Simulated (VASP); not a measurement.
Input of a VASP 6.6.1 run:

POSCAR

```
SiC
1.0
    1.4918627686     -2.5839914249      0.0000000000
    1.4918627686      2.5839914249      0.0000000000
    0.0000000000      0.0000000000     14.6359041134
Si C
6 6
Direct
    0.1666734283      0.8333265717      0.8576907151
    0.8333265717      0.1666734283      0.3576907151
    0.4999936207      0.5000063793      0.5245225716
    0.5000063793      0.4999936207      0.0245225716
    0.8333377671      0.1666622329      0.6911799473
    0.1666622329      0.8333377671      0.1911799473
    0.4999943377      0.5000056623      0.6498376894
    0.5000056623      0.4999943377      0.1498376894
    0.1666646872      0.8333353128      0.9827076821
    0.8333353128      0.1666646872      0.4827076821
    0.8333293240      0.1666706760      0.8162013945
    0.1666706760      0.8333293240      0.3162013945
```

File INCAR.step1:

```
SYSTEM = SiC
  PREC = Accurate
  ENCUT = 520
  ISMEAR = 0
  SIGMA = 0.02
  LREAL = .False.
  LASPH = .True.
  NELM = 100
  NBANDS = 36
  GGA = PE
  ALGO = Normal
  EDIFF = 1E-4
  LWAVE = .True.
  LCHARG = .False.
```

Contents of INCAR.step2:

```
SYSTEM = SiC
  PREC = Accurate
  ENCUT = 520
  EDIFF = 1E-7
  ISMEAR = 0
  SIGMA = 0.02
  LREAL = .False.
  LASPH = .True.
  NELM = 100
  ALGO = Normal
  ISIF = 2
  LWAVE = .False.
  LCHARG = .False.
  METAGGA = R2SCAN
  LMIXTAU = .True.
  NBANDS = 36
  ISTART = 1
```

KPOINTS

```
regular mesh
0
Gamma
  12 12 2
  0 0 0
```

Potentials or basis: VASP PAW PBE potentials, release 64 (Si, C).

Launch:

```sh
$ cat potpaw_PBE.64/Si/POTCAR potpaw_PBE.64/C/POTCAR > POTCAR
$ cp INCAR.step1 INCAR
$ mpirun -np 1 vasp_std > vasp.out
$ cp INCAR.step2 INCAR
$ mpirun -np 1 vasp_std > vasp.out
```

Q: Estimate the largest force.

A: 0.008 eV/Å.

Q: Predict the band gap on the k mesh.

A: 2.40 eV (least direct gap 3.57 eV).

Q: Predict the pressure.

A: 25.4 GPa.

Forces on the atoms (eV/Å):
```
Si   0.000  0.001  0.001
Si   0.000 -0.001  0.001
Si   0.000 -0.001  0.007
Si   0.000  0.001  0.007
Si   0.000  0.001  0.001
Si   0.000 -0.001  0.001
C    0.000 -0.001 -0.008
C    0.000  0.001 -0.008
C    0.000 -0.001 -0.002
C    0.000  0.001 -0.002
C    0.000 -0.001  0.000
C    0.000  0.001  0.000
```

Caveat: the cell stands under pressure; the PAW data sets were made with another functional, which shifts forces and pressure a little. A k mesh can miss the band edges.
